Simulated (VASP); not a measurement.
Wanted: the native input for a VASP 6.6.1 run.

```yaml
Task: single point
Functional: PBEsol
Potentials_or_basis: VASP PAW PBE potentials, release 64 (Mg, O)
Cutoff: 520 eV
k_mesh: 9 × 9 × 6
Occupations: gaussian, width 0.05 eV
Spin: no spin polarisation
Dipole_correction: no
Further_INCAR_settings: ALGO = Normal; EDIFF = 1e-07; NBANDS = 16
```

The structure of MgO lies in POSCAR:

```
MgO
1.0
    3.4947663863      0.0000000000      0.0000000000
   -1.7473831932      3.0265564708      0.0000000000
    0.0000000000      0.0000000000      4.1947132299
Mg O
2 2
Direct
    0.6827906017      0.3655812035      0.7500000000
    0.3172093983      0.6344187965      0.2500000000
    0.6547947950      0.3095895900      0.2500000000
    0.3452052050      0.6904104100      0.7500000000
```

This cell differs from its parent crystal: mode 5 frozen in at +0.098 Å, strain +e along z and -e/2 along x and y +0.0000.

The input as run:

INCAR

```
SYSTEM = MgO
PREC = Accurate
ENCUT = 520
EDIFF = 1E-7
ISMEAR = 0
SIGMA = 0.05
LREAL = .FALSE.
LASPH = .TRUE.
NELM = 100
ALGO = Normal
ISIF = 2
LWAVE = .FALSE.
LCHARG = .TRUE.
GGA = PS
LELF = .TRUE.
LVHAR = .TRUE.
NBANDS = 16
```

KPOINTS

```
regular mesh
0
G
  9 9 6
  0 0 0
```

Potentials or basis: VASP PAW PBE potentials, release 64 (Mg, O).

The run is started by

```console
$ cat potpaw_PBE.64/Mg/POTCAR potpaw_PBE.64/O/POTCAR > POTCAR
$ mpirun -np 1 vasp_std > vasp.out
```

Results of the run:

* Pressure: -0.4 GPa
* Largest force: 0.647 eV/Å
* Band gap on the k mesh: 3.20 eV, direct

Caveat: the cell differs from its parent crystal (mode 5 frozen in at +0.098 Å, strain +e along z and -e/2 along x and y +0.0000); the PAW data sets were made with another functional, which shifts forces and pressure a little.

Wall time 59 s on 1 thread of Intel(R) Xeon(R) Platinum 8375C CPU @ 2.90GHz (Ice Lake) (shared host), peak memory 0.21 GiB.
